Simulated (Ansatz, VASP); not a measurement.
## CdSe in VASP and in Ansatz

File POSCAR:

```
CdSe
1.0
    4.2984999142      0.0000000000      0.0000000000
   -2.1492499571      3.7226101239      0.0000000000
    0.0000000000      0.0000000000      6.8398200000
Cd Se
2 2
Direct
    0.6666666667      0.3333333333      0.0000000000
    0.3333333333      0.6666666667      0.5000000000
    0.6666666667      0.3333333333      0.3750000000
    0.3333333333      0.6666666667      0.8750000000
```

Contents of INCAR.step1:

```
  PREC = Accurate
  ENCUT = 520
  ISMEAR = 0
  SIGMA = 0.05
  LREAL = F
  LASPH = T
  NELM = 100
  NBANDS = 26
  GGA = PE
  ALGO = Normal
  EDIFF = 1E-4
  LWAVE = T
  LCHARG = F
```

Contents of INCAR.step2:

```
  PREC = Accurate
  ENCUT = 520
  EDIFF = 1E-7
  ISMEAR = 0
  SIGMA = 0.05
  LREAL = F
  LASPH = T
  NELM = 100
  ALGO = Normal
  ISIF = 2
  LWAVE = F
  LCHARG = F
  METAGGA = R2SCAN
  LMIXTAU = T
  NBANDS = 26
  ISTART = 1
```

Contents of KPOINTS:

```
regular mesh
0
Gamma
  6 6 4
```

Input for Ansatz:

```yaml
crystal:
  lattice:
    - [4.2984999142, 0.0, 0.0]
    - [-2.1492499571, 3.7226101239, 0.0]
    - [0.0, 0.0, 6.83982]
  atoms:
    - { symbol: Cd, position: [0.6666666667, 0.3333333333, 0.0] }
    - { symbol: Cd, position: [0.3333333333, 0.6666666667, 0.5] }
    - { symbol: Se, position: [0.6666666667, 0.3333333333, 0.375] }
    - { symbol: Se, position: [0.3333333333, 0.6666666667, 0.875] }
basis:
  ecutwfc: 500
kpoints:
  mp_grid: { grid: [6, 6, 4] }
hamiltonian:
  xc: r2scan
scf:
  occupations: { method: gaussian, width: 0.05 }
output:
  forces: true
  stress: true
  eigenvalues: true
```

Change from the starting cell: strain +0.000 along x and y, -0.025 along z, atoms carried along.

Alike in both runs: task single point; functional r2SCAN; k mesh 6 × 6 × 4; occupations gaussian, width 0.05 eV; no spin polarisation.

|  | VASP | Ansatz |
| --- | --- | --- |
| version | VASP 6.6.1 | Ansatz 0.2.0 |
| potentials or method | VASP PAW PBE potentials, release 64 (Cd, Se), cutoff 520 eV | scalar-relativistic, plane waves, PAW |
| valence electrons in the cell | 36 | 72 |

|  | VASP | Ansatz | Ansatz less VASP |
| --- | --- | --- | --- |
| gap on the k mesh at the Fermi level (eV) | 1.24 | 1.25 | +0.010 |
| least direct gap on the mesh (eV) | 1.24 | 1.25 | +0.010 |
| pressure (GPa) | 3.5 | 3.2 | -0.32 |
| traceless stress, the component that is largest in VASP (GPa) | 2.08 | 2.03 | -0.049 |
| rms of the force components (eV/Å) | 0.162 | 0.158 | -0.0041 |

VASP's potentials were made for PBE, not for r2SCAN. Atom by atom the forces differ by 0.004 eV/Å (rms over components). The functional is the same, so the differences come from potentials, cutoffs and numerics. VASP's potentials hold 36 valence electrons a cell and Ansatz's 72, so a difference there can come from the potentials and not from the codes.
